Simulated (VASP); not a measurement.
A run of VASP 6.6.1 is set up as follows.

The input INCAR:

```
PREC = Accurate
ENCUT = 600
EDIFF = 1E-6
ISMEAR = 0
SIGMA = 0.1
LREAL = F
LASPH = T
NELM = 120
ALGO = Normal
ISIF = 2
LWAVE = F
LCHARG = F
GGA = PE
NBANDS = 38
GGA_COMPAT = F
```

The input KPOINTS:

```
Automatic mesh
0
Gamma
  6 6 2
```

Contents of POSCAR:

```
MgNi3Te4
1.0
    4.1015158000      0.0000000000      0.0000000000
   -2.0507579000      3.5520168000      0.0000000000
    0.0000000000      0.0000000000     11.2347574000
Mg Ni Te
1 3 4
Direct
    0.0000000000      0.0000000000      0.0000000000
    0.0000000000      0.0000000000      0.5000000000
    0.0000000000      0.0000000000      0.2618430000
    0.0000000000      0.0000000000      0.7381570000
    0.3333333000      0.6666667000      0.1563150000
    0.3333333000      0.6666667000      0.6113180000
    0.6666667000      0.3333333000      0.3886820000
    0.6666667000      0.3333333000      0.8436850000
```

Potentials or basis: VASP PAW PBE potentials, release 64 (Mg, Ni, Te).

Run with:

```console
$ cat potpaw_PBE.64/Mg/POTCAR potpaw_PBE.64/Ni/POTCAR potpaw_PBE.64/Te/POTCAR > POTCAR
$ mpirun -np 1 vasp_std > vasp.out
```

**Question.** Estimate the band gap on the k mesh.

**Answer.** Zero (bands 28 and 29 overlap by 1.23 eV).

**Question.** Predict the largest force.

**Answer.** 0.102 eV/Å.

**Question.** Estimate the pressure.

**Answer.** 0.0 GPa.

Forces on the atoms (eV/Å):
```
Mg   0.000  0.000  0.000
Ni   0.000  0.000  0.000
Ni   0.000  0.000  0.026
Ni   0.000  0.000 -0.026
Te   0.000  0.000 -0.035
Te   0.000  0.000  0.102
Te   0.000  0.000 -0.102
Te   0.000  0.000  0.035
```

Caveat: spin-orbit coupling is left out, which moves the levels of the heavy elements. Spin polarisation is off, so any magnetic state and its effect on volume and gap are missing.
